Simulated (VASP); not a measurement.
Wanted: the native input for a VASP 6.6.1 run.

```
Task                   : single point
Functional             : PBE
Potentials or basis    : VASP PAW PBE potentials, release 64 (Sb)
Cutoff                 : 520 eV
k mesh                 : 18 × 18 × 9
Occupations            : fermi-dirac, width 0.1 eV
Spin                   : no spin polarisation
Dipole correction      : no
Further INCAR settings : ALGO = Normal; EDIFF = 1e-06; NBANDS = 12
```

The structure of Sb lies in POSCAR:

```
Sb
1.0
    3.3687505996      0.0000000000      0.0000000000
   -1.6843752998      2.9174235983      0.0000000000
    0.0000000000      0.0000000000      5.5783622814
Sb
2
Direct
    0.3333333333      0.6666666667      0.2500000000
    0.6666666667      0.3333333333      0.7500000000
```

These files were run (other wordings do the same):

INCAR

```
SYSTEM = Sb
ALGO = Normal ; EDIFF = 1E-6
ENCUT = 520 ; GGA = PE
ISIF = 2 ; ISMEAR = -1
LASPH = .TRUE. ; LCHARG = .TRUE.
LELF = .TRUE. ; LREAL = .FALSE.
LVHAR = .TRUE. ; LWAVE = .FALSE.
NBANDS = 12 ; NELM = 60
PREC = Accurate ; SIGMA = 0.1
```

KPOINTS

```
k-points
0
G
  18 18 9
  0 0 0
```

Potentials or basis: VASP PAW PBE potentials, release 64 (Sb).

Run with:

```console
$ cat potpaw_PBE.64/Sb/POTCAR > POTCAR
$ mpirun -np 1 vasp_std > vasp.out
```

It gave:

```
Pressure               : 0.0 GPa
Band gap on the k mesh : zero (band 5 reaches 12.56 eV, above the bottom of band 6 at 5.38 eV)
```

Caveat: spin-orbit coupling is left out, which moves the levels of the heavy elements.

It took 88 s on 1 thread of Intel(R) Xeon(R) Platinum 8259CL CPU @ 2.50GHz (Skylake/Cascade Lake), on a shared host, peak memory 0.24 GiB.
